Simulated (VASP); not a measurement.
CdTe: electric field gradients with r2SCAN

The system is CdTe.

```
Cd Te
1.0
     0.00000    2.90486    2.90486
     2.90486    0.00000    2.90486
     2.90486    2.90486    0.00000
Cd Te
1 1
Direct
  0.00000 0.00000 0.00000
  0.50000 0.50000 0.50000
```

This cell differs from its parent crystal: volume scaled by 0.85.

```yaml
Program: VASP 6.6.1
Task: electric field gradients
Functional: r2SCAN
Potentials_or_basis: VASP PAW PBE potentials, release 64 (Cd, Te)
Cutoff: 520 eV
k_mesh: 10 × 10 × 10
Occupations: fermi-dirac, width 0.05 eV
Spin: no spin polarisation
Dipole_correction: no
Further_INCAR_settings: ALGO = Normal; EDIFF = 1e-08; NBANDS = 16
```

| Property | Result |
| --- | --- |
| Pressure | 10.6 GPa |
| Band gap on the k mesh | zero (band 9 reaches 5.51 eV, above the bottom of band 10 at 4.32 eV) |

Levels at points of the mesh, in eV from the Fermi level:
```csv
k point,band 7,band 8,band 9,band 10,band 11,band 12
"(0.00, 0.00, 0.00)",-0.71,-0.71,-0.71,1.74,7.52,7.52
"(0.50, 0.00, 0.00)",-6.17,-0.05,-0.05,3.12,4.20,4.20
"(0.50, 0.50, 0.00)",-5.25,-2.76,-2.76,-1.14,4.27,10.86
```

Run time: 2.2 min on 1 thread of AMD EPYC 9R45 96-Core Processor (Zen 5) (shared host), peak memory 0.18 GiB.

Caveat: without QUAD_EFG the Cq values of the log hold for a quadrupole moment of 1 mb, not for the nuclei; the PAW data sets were made with another functional, which shifts forces and pressure a little; spin-orbit coupling is left out, which moves the levels of the heavy elements.
